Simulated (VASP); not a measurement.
Crystal: Al.

```
Al
1.0
     0.00000    2.02510    2.02510
     2.02510    0.00000    2.02510
     2.02510    2.02510    0.00000
Al
1
Direct
  0.00000 0.00000 0.00000
```

```yaml
Program: VASP 6.6.1
Task: relaxation of cell and atoms
Functional: r2SCAN
Potentials_or_basis: VASP PAW PBE potentials, release 64 (Al)
Cutoff: 600 eV
k_mesh: 18 × 18 × 18
Occupations: fermi-dirac, width 0.05 eV
Spin: no spin polarisation
```

At the start: pressure -3.9 GPa; volume 16.61 Å³/atom.

Problem. How do energy, volume and symmetry change on relaxing?

Solution. Over 3 steps the energy falls by 9.8 meV/atom and the volume is 15.84 Å³/atom (-4.6 %); space group Fm-3m (No. 225, to 0.1 Å) before and after.

Step by step:
| step | energy change (eV) | largest force (eV/Å) | pressure (GPa) | volume (Å³) |
| --- | --- | --- | --- | --- |
| 1 | 0.0000 | 0.0000 | -3.89 | 16.61 |
| 2 | -0.0091 | 0.0000 | 1.16 | 15.66 |
| 3 | -0.0098 | 0.0000 | 0.04 | 15.84 |

Final structure:
```xyz
1
Lattice="0.0000 1.9935 1.9935 1.9935 0.0000 1.9935 1.9935 1.9935 0.0000" Properties=species:S:1:pos:R:3 pbc="T T T"
Al    0.0000    0.0000    0.0000
```

Caveat: the PAW data sets were made with another functional, which shifts forces and pressure a little.
